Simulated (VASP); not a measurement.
Set up this calculation in VASP 6.6.1, as the native input.

* Task: single point
* Functional: PBEsol
* Dispersion: D4
* Potentials or basis: VASP PAW PBE potentials, release 64 (Br, K_sv)
* Cutoff: 520 eV
* k mesh: 7 × 7 × 7
* Occupations: fermi-dirac, width 0.05 eV
* Spin: no spin polarisation
* Dipole correction: no
* Further INCAR settings: ALGO = Normal; EDIFF = 1e-07; NBANDS = 15

The structure of KBr lies in POSCAR:

```
KBr
1.0
    0.0000000000      3.2469652178      3.2469652178
    3.2469652178      0.0000000000      3.2469652178
    3.2469652178      3.2469652178      0.0000000000
Br K
1 1
Direct
    0.5000000000      0.5000000000      0.5000000000
    0.0000000000      0.0000000000      0.0000000000
```

These files were run (other wordings do the same):

INCAR

```
ALGO     = Normal         # electronic algorithm
EDIFF    = 1E-7           # SCF threshold, eV
ENCUT    = 520            # plane-wave cutoff, eV
GGA      = PS             # functional
ISIF     = 2              # what is computed and relaxed
ISMEAR   = -1             # smearing method
IVDW     = 13             # dispersion correction
LASPH    = T              # aspherical terms in the spheres
LCHARG   = T              # write CHGCAR
LELF     = T              # ELF
LREAL    = F              # projectors in reciprocal space
LVHAR    = T            
LWAVE    = F              # write WAVECAR
NBANDS   = 15             # bands
NELM     = 100            # most SCF steps
PREC     = Accurate       # precision mode
SIGMA    = 0.05           # smearing width, eV
```

KPOINTS

```
k-points
0
Gamma
  7 7 7
```

Potentials or basis: VASP PAW PBE potentials, release 64 (Br, K_sv).

Command:

```console
$ cat potpaw_PBE.64/Br/POTCAR potpaw_PBE.64/K_sv/POTCAR > POTCAR
$ mpirun -np 1 vasp_std > vasp.out
```

Results of the run:

| Property | Result |
| --- | --- |
| Pressure | 0.1 GPa |
| Band gap on the k mesh | 4.40 eV |
| Dispersion energy per atom | -0.079 eV |

Caveat: the PAW data sets were made with another functional, which shifts forces and pressure a little.

Run time: 15 s on 1 thread of AMD EPYC 9R45 96-Core Processor (Zen 5) (shared host), peak memory 0.18 GiB.
